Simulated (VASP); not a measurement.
Set up this calculation in VASP 6.6.1, as the native input.

```yaml
Task: single point
Functional: PBE
Potentials_or_basis: VASP PAW PBE potentials, release 64 (Ge_d, Pd)
Cutoff: 500 eV
k_mesh: 6 × 6 × 6
Occupations: methfessel-paxton, width 0.05 eV
Spin: no spin polarisation
Dipole_correction: no
Further_INCAR_settings: ALGO = Normal; EDIFF = 1e-06; NBANDS = 34
```

The structure of Ge3Pd lies in POSCAR:

```
Ge3Pd
1.0
    4.1420230000      0.0000000000      0.0000000000
    0.0000000000      4.1420230000      0.0000000000
    0.0000000000      0.0000000000      4.1420230000
Ge Pd
3 1
Direct
    0.0000000000      0.5000000000      0.5000000000
    0.5000000000      0.0000000000      0.5000000000
    0.5000000000      0.5000000000      0.0000000000
    0.0000000000      0.0000000000      0.0000000000
```

The input as run:

INCAR

```
SYSTEM = Ge3Pd
ALGO = Normal ; EDIFF = 1E-6
ENCUT = 500 ; GGA = PE
GGA_COMPAT = .FALSE. ; ISIF = 2
ISMEAR = 1 ; LASPH = .TRUE.
LCHARG = .FALSE. ; LREAL = .FALSE.
LWAVE = .FALSE. ; NBANDS = 34
NELM = 120 ; PREC = Accurate
SIGMA = 0.05
```

KPOINTS

```
k-points
0
G
  6 6 6
  0 0 0
```

Potentials or basis: VASP PAW PBE potentials, release 64 (Ge_d, Pd).

Run with:

```bash
$ cat potpaw_PBE.64/Ge_d/POTCAR potpaw_PBE.64/Pd/POTCAR > POTCAR
$ mpirun -np 1 vasp_std > vasp.out
```

Results of the run:

```json
{"Pressure": "0.6 GPa", "Band gap on the k mesh": "zero (bands 26 and 27 overlap by 1.66 eV)"}
```

It took 42 s on 1 thread of Intel(R) Xeon(R) Platinum 8259CL CPU @ 2.50GHz (Skylake/Cascade Lake), on a shared host, peak memory 0.18 GiB.
